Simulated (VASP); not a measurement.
# ZnS in VASP: a series of runs

The runs below take ZnS through single point, with r2SCAN.

Everything below comes from runs of VASP 6.6.1. Logs are shortened: lines on timing, memory, paths and dates and some standing lists are left out, and cuts for length are marked.

**1. The cell of the first run**

Symmetry: P6_3mc, No. 186, hexagonal system. The conventional cell has a = 3.807 Å, b = 3.807 Å, c = 6.247 Å, α = 90.00°, β = 90.00°, γ = 120.00°. Within 2.9 Å of Zn (site symmetry 3m) lie 3 S at 2.20 Å. S (site symmetry 3m) has 3 Zn at 2.20 Å within 2.9 Å.

**2. Single point, r2SCAN (atoms displaced along a vibrational mode)**

Input file POSCAR:

```
ZnS
1.0
    3.8069588183      0.0000000000      0.0000000000
   -1.9034794091      3.2969230478      0.0000000000
    0.0000000000      0.0000000000      6.2466339621
Zn S
2 2
Direct
    0.3333333333      0.6666666667     -0.0562144783
    0.6666666667      0.3333333333      0.4437855217
    0.3333333333      0.6666666667      0.4312144783
    0.6666666667      0.3333333333      0.9312144783
```

Input file INCAR.step1:

```
PREC = Accurate
ENCUT = 520
ISMEAR = 0
SIGMA = 0.01
LREAL = False
LASPH = True
NELM = 60
NBANDS = 26
GGA = PE
ALGO = Normal
EDIFF = 1E-4
LWAVE = True
LCHARG = False
```

Input file INCAR.step2:

```
PREC = Accurate
ENCUT = 520
EDIFF = 1E-7
ISMEAR = 0
SIGMA = 0.01
LREAL = False
LASPH = True
NELM = 60
ALGO = Normal
ISIF = 2
LWAVE = False
LCHARG = True
METAGGA = R2SCAN
LMIXTAU = True
LELF = True
LVHAR = True
NBANDS = 26
ISTART = 1
```

Input file KPOINTS:

```
regular mesh
0
Gamma
  9 9 4
```

Potentials or basis: VASP PAW PBE potentials, release 64 (Zn, S).

Launch:

```bash
$ cat potpaw_PBE.64/Zn/POTCAR potpaw_PBE.64/S/POTCAR > POTCAR
$ cp INCAR.step1 INCAR
$ mpirun -np 1 vasp_std > vasp.out
$ cp INCAR.step2 INCAR
$ mpirun -np 1 vasp_std > vasp.out
```

OUTCAR:

```text
PREC = Accurate
   ENCUT = 520
   EDIFF = 1E-7
   ISMEAR = 0
   LREAL = False
   LASPH = True
   NELM = 60
   ISIF = 2
   METAGGA = R2SCAN
   ISTART = 1

 ion  position               nearest neighbor table
   1  0.333  0.667  0.944-   4 2.20   4 2.20   4 2.20
   2  0.667  0.333  0.444-   3 2.20   3 2.20   3 2.20
   3  0.333  0.667  0.431-   2 2.20   2 2.20   2 2.20
   4  0.667  0.333  0.931-   1 2.20   1 2.20   1 2.20

  LATTYP: Found a hexagonal cell.
 ALAT       =     3.8069588183
 C/A-ratio  =     1.6408462135

  Lattice vectors:

 A1 = (   3.8069588183,   0.0000000000,   0.0000000000)
 A2 = (  -1.9034794091,   3.2969230478,   0.0000000000)
 A3 = (   0.0000000000,   0.0000000000,   6.2466339621)

Analysis of symmetry for initial positions (statically):
=====================================================================
 Subroutine PRICEL returns:
 Original cell was already a primitive cell.

 Routine SETGRP: Setting up the symmetry group for a
 hexagonal supercell.

 Subroutine GETGRP returns: Found 12 space group operations
 (whereof  6 operations were pure point group operations)
 out of a pool of 24 trial point group operations.

The static configuration has the point symmetry C_3v.
 The point group associated with its full space group is C_6v.

Analysis of symmetry for dynamics (positions and initial velocities):
=====================================================================
 Subroutine PRICEL returns:
 Original cell was already a primitive cell.

 Routine SETGRP: Setting up the symmetry group for a
 hexagonal supercell.

 Subroutine GETGRP returns: Found 12 space group operations
 (whereof  6 operations were pure point group operations)
 out of a pool of 24 trial point group operations.

The dynamic configuration has the point symmetry C_3v.
 The point group associated with its full space group is C_6v.

 Subroutine INISYM returns: Found 12 space group operations
 (whereof  6 operations are pure point group operations),
 and found     1 'primitive' translations

----------------------------------------------------------------------------------------

                                     Primitive cell
[... 89 lines left out ...]
   ISPIN  =      1    spin polarized calculation?
   LNONCOLLINEAR =      F non collinear calculations
   LSORBIT =      F    spin-orbit coupling
   LASPH  =      T    aspherical Exc in radial PAW
   ENCUT  =  520.0 eV  38.22 Ry    6.18 a.u.   7.08  7.08 11.61*2*pi/ulx,y,z
   NELM   =     60;   NELMIN=  2; NELMDL=  0     # of ELM steps
   EDIFF  = 0.1E-06   stopping-criterion for ELM
   LREAL  =      F    real-space projection
   EDIFFG = 0.1E-05   stopping-criterion for IOM
   NSW    =      0    number of steps for IOM
   IBRION =     -1    ionic relax: 0-MD 1-quasi-New 2-CG
   NFREE  =      0    steps in history (QN), initial steepest desc. (CG)
   ISIF   =      2    stress and relaxation
   ISYM   =      2    0-nonsym 1-usesym 2-fastsym
   POTIM  = 0.5000    time-step for ionic-motion
   TEBEG  =    0.0;   TEEND  =   0.0 temperature during run
   PSTRESS=    0.0 pullay stress
   NELECT =      36.0000    total number of electrons
   NUPDOWN=      -1.0000    fix difference up-down
   EMIN   =  10.00;   EMAX   =-10.00  energy-range for DOS
   EFERMI =   0.00;   METHOD = LEGACY
   ISMEAR =     0;   SIGMA  =   0.01  broadening in eV -4-tet -1-fermi 0-gaus
   EFERMI_NEDOS =   21; number of points for ismear=-14 and -15
   IALGO  =     38    algorithm
   IMIX   =      4    mixing-type and parameters
     AMIX     =   0.40;   BMIX     =  1.00
     AMIX_MAG =   1.60;   BMIX_MAG =  1.00
  volume/ion in A,a.u.               =      19.60       132.27
  Fermi-wavevector in a.u.,A,eV,Ry     =   1.262984  2.386694 21.703055  1.595130
  Thomas-Fermi vector in A             =   2.396365
   LORBIT       =      0    0 simple, 1 ext, 2 COOP (PROOUT), +10 PAW based schemes
   METAGGA = R2SCAN    functional components
   LHFCALC =     F    Hartree Fock is set to
   AEXX    =    0.0000 exact exchange contribution
   IVDW    =     0    specifies the selected vdW correction
   LEPSILON=     F    determine dielectric tensor
   LRPA    =     F    only Hartree local field effects (RPA)
 non-spin polarized calculation
 Gauss-broadening in eV      SIGMA  =   0.01
  energy-cutoff  :      520.00
  volume of cell :       78.40
 maximum number of plane-waves:      2130
   NGX = 15   NGY = 15   NGZ = 23

 number of electron      35.9999992 magnetization

 Free energy of the ion-electron system (eV)
  ---------------------------------------------------
  ext. energy  EPLUGINS =         0.00000000
  ---------------------------------------------------
  free energy    TOTEN  =       -36.90486501 eV

  energy without entropy =      -36.90486501  energy(sigma->0) =      -36.90486501

 E-fermi :   1.7572     XC(G=0): -10.2729

 val. band max:        1.6875037547   @ k =   0.1111   0.0000   0.0000
 cond. band min:       4.8085002133   @ k =   0.0000   0.0000   0.0000
 fundamental gap:      3.1209964586
 Fermi energy:         1.7571782870

 k-point     1 :       0.0000    0.0000    0.0000
  band No.  band energies     occupation
      1     -12.0065      2.00000
      2     -11.2283      2.00000
      3      -5.1465      2.00000
      4      -5.1464      2.00000
      5      -5.1232      2.00000
      6      -5.1231      2.00000
[... 685 lines left out ...]
     25      12.3910      0.00000
     26      12.7337      0.00000

 [... further k-points ...]

------------------------ aborting loop because EDIFF is reached ----------------------------------------

  FORCE on cell =-STRESS in cart. coord.  units (eV):
  Direction    XX          YY          ZZ          XY          YZ          ZX
  --------------------------------------------------------------------------------------
  -------------------------------------------------------------------------------------
  Total        4.1014376      4.1014376      0.0761400      0.0000000      0.0000000      0.0000000
  in kB       83.8134365     83.8134365      1.5559319      0.0000000      0.0000000      0.0000000
  external PRESSURE =      56.3942683 kB  Pullay stress =       0.0000000 kB

 VOLUME and BASIS-vectors are now :
 -----------------------------------------------------------------------------
  energy-cutoff  :      520.00
  volume of cell :       78.40
      direct lattice vectors                 reciprocal lattice vectors
     3.806958818  0.000000000  0.000000000     0.262676863  0.151656558  0.000000000
    -1.903479409  3.296923048  0.000000000     0.000000000  0.303313115  0.000000000
     0.000000000  0.000000000  6.246633962     0.000000000  0.000000000  0.160086217

 POSITION                                       TOTAL-FORCE (eV/Angst)
 -----------------------------------------------------------------------------------
     -0.00000      2.19795      5.89548        -0.000000      0.000000      0.216314
      1.90348      1.09897      2.77217         0.000000     -0.000000      0.216314
     -0.00000      2.19795      2.69364        -0.000000      0.000000     -0.216314
      1.90348      1.09897      5.81696        -0.000000      0.000000     -0.216314
 -----------------------------------------------------------------------------------
    total drift:                                0.000000      0.000001      0.031096

  FREE ENERGIE OF THE ION-ELECTRON SYSTEM (eV)
  ---------------------------------------------------
  free  energy   TOTEN  =       -36.9048650100 eV

  energy  without entropy=      -36.9048650100  energy(sigma->0) =      -36.90486501
```

OSZICAR.step1:

```text
N       E                     dE             d eps       ncg     rms          rms(c)
DAV:   1     0.247520280584E+03    0.24752E+03   -0.17094E+04  1872   0.168E+03
DAV:   2     0.113461078012E+02   -0.23617E+03   -0.22523E+03  1940   0.350E+02
DAV:   3    -0.132869199972E+02   -0.24633E+02   -0.24394E+02  2226   0.113E+02
DAV:   4    -0.138863182075E+02   -0.59940E+00   -0.59804E+00  2202   0.176E+01
DAV:   5    -0.138954490221E+02   -0.91308E-02   -0.91283E-02  2252   0.214E+00    0.112E+01
DAV:   6    -0.128567380209E+02    0.10387E+01   -0.20634E+00  2712   0.411E+01    0.856E+00
DAV:   7    -0.128473560318E+02    0.93820E-02   -0.16154E+00  1990   0.749E+00    0.389E+00
DAV:   8    -0.128383749303E+02    0.89811E-02   -0.45834E-02  2226   0.194E+00    0.116E+00
DAV:   9    -0.128386655238E+02   -0.29059E-03   -0.11645E-02  2474   0.138E+00    0.265E-01
DAV:  10    -0.128388342034E+02   -0.16868E-03   -0.79533E-04  2106   0.393E-01    0.117E-01
DAV:  11    -0.128390779495E+02   -0.24375E-03   -0.36390E-04  1900   0.160E-01    0.703E-02
DAV:  12    -0.128390764965E+02    0.14530E-05   -0.30084E-05  1136   0.778E-02
   1 F= -.12839076E+02 E0= -.12839076E+02  d E =-.132557E-22
```

Wall time 1.9 min (1 thread of Intel Xeon 6975P-C (Granite Rapids), shared host); peak memory 0.23 GiB.

What came out:

| Item | Value |
| --- | --- |
| Free energy | -36.9049 eV |
| Pressure | 5.6 GPa |
| Largest force | 0.216 eV/Å |
| Band gap on the k mesh | 3.12 eV |

Forces on the atoms (eV/Å):
```
Zn   0.000  0.000  0.216
Zn   0.000  0.000  0.216
S    0.000  0.000 -0.216
S    0.000  0.000 -0.216
```

Stress tensor (GPa, compression positive):
```
8.38 0.00 0.00
0.00 8.38 0.00
0.00 0.00 0.16
```

Caveat: the cell differs from its parent crystal (atoms displaced along a vibrational mode); the cell stands under pressure; the PAW data sets were made with another functional, which shifts forces and pressure a little; an odd mesh through Γ misses points on the zone boundary, where band edges can lie.

**3. Single point, r2SCAN**

Input file POSCAR:

```
ZnS
1.0
    3.8069588183      0.0000000000      0.0000000000
   -1.9034794091      3.2969230478      0.0000000000
    0.0000000000      0.0000000000      6.2466339621
Zn S
2 2
Direct
    0.3333333333      0.6666666667     -0.0625000000
    0.6666666667      0.3333333333      0.4375000000
    0.3333333333      0.6666666667      0.4375000000
    0.6666666667      0.3333333333      0.9375000000
```

Input file INCAR.step1:

```
PREC = Accurate
ENCUT = 520
ISMEAR = 0
SIGMA = 0.01
LREAL = F
LASPH = T
NELM = 100
NBANDS = 26
GGA = PE
ALGO = Normal
EDIFF = 1E-4
LWAVE = T
LCHARG = F
```

Input file INCAR.step2:

```
PREC = Accurate
ENCUT = 520
EDIFF = 1E-6
ISMEAR = 0
SIGMA = 0.01
LREAL = F
LASPH = T
NELM = 100
ALGO = Normal
ISIF = 2
LWAVE = F
LCHARG = F
METAGGA = R2SCAN
LMIXTAU = T
NBANDS = 26
ISTART = 1
```

KPOINTS is that of step 2.

Potentials or basis: VASP PAW PBE potentials, release 64 (Zn, S).

Launch:

```bash
$ cat potpaw_PBE.64/Zn/POTCAR potpaw_PBE.64/S/POTCAR > POTCAR
$ cp INCAR.step1 INCAR
$ mpirun -np 1 vasp_std > vasp.out
$ cp INCAR.step2 INCAR
$ mpirun -np 1 vasp_std > vasp.out
```

It took 98 s on 1 thread of Intel Xeon 6975P-C (Granite Rapids), shared host; peak memory 0.23 GiB.

Results (log left out):

- Free energy: -36.8893 eV
- Pressure: 5.8 GPa
- Band gap on the k mesh: 3.12 eV

Stress tensor (GPa, compression positive):
```
8.55 0.00 0.00
0.00 8.55 0.00
0.00 0.00 0.25
```

Levels at points of the mesh, in eV from the valence-band top:
| k point | band 15 | band 16 | band 17 | band 18 | band 19 | band 20 | band 21 | band 22 |
| --- | --- | --- | --- | --- | --- | --- | --- | --- |
| (0.00, 0.00, 0.00) | -0.53 | -0.02 | 0.00 | 0.00 | 3.12 | 3.27 | 6.81 | 6.81 |
| (0.00, 0.00, 0.50) | -0.27 | -0.27 | -0.27 | -0.27 | 3.87 | 3.87 | 7.12 | 7.12 |

Caveat: the cell stands under pressure; the PAW data sets were made with another functional, which shifts forces and pressure a little; an odd mesh through Γ misses points on the zone boundary, where band edges can lie.
